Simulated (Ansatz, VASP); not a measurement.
## One calculation of Ti3Al, two programs

```
CELL_PARAMETERS angstrom
3.16732 0.00000 0.00000
-1.58366 2.74298 0.00000
0.00000 0.00000 8.31961
ATOMIC_POSITIONS crystal
Ti 0.66667 0.33333 0.00000
Ti 0.33333 0.66667 0.75046
Ti 0.33333 0.66667 0.24954
Al 0.66667 0.33333 0.50000
```

Alike in both runs: task single point; functional PBE; k mesh 18 × 18 × 6; occupations gaussian, width 0.15 eV; no spin polarisation.

|  | VASP | Ansatz |
| --- | --- | --- |
| version | VASP 6.6.1 | Ansatz 0.2.0 |
| potentials or method | VASP PAW PBE potentials, release 64 (Ti_sv, Al), cutoff 520 eV | scalar-relativistic, plane waves, PAW |
| valence electrons in the cell | 39 | 39 |

VASP gave:

```
gap on the k mesh at the Fermi level (eV)                     : none
pressure (GPa)                                                : -2.9
traceless stress, the component that is largest in VASP (GPa) : 12.56
rms of the force components (eV/Å)                            : 0.005
```

Estimate Ansatz's values.

gap on the k mesh at the Fermi level (eV): none; pressure (GPa): -2.8; traceless stress, the component that is largest in VASP (GPa): 12.58; rms of the force components (eV/Å): 0.001.

Atom by atom the forces differ by 0.004 eV/Å (rms over components). A gap of «none» marks a metal or a gap that the smearing closes.
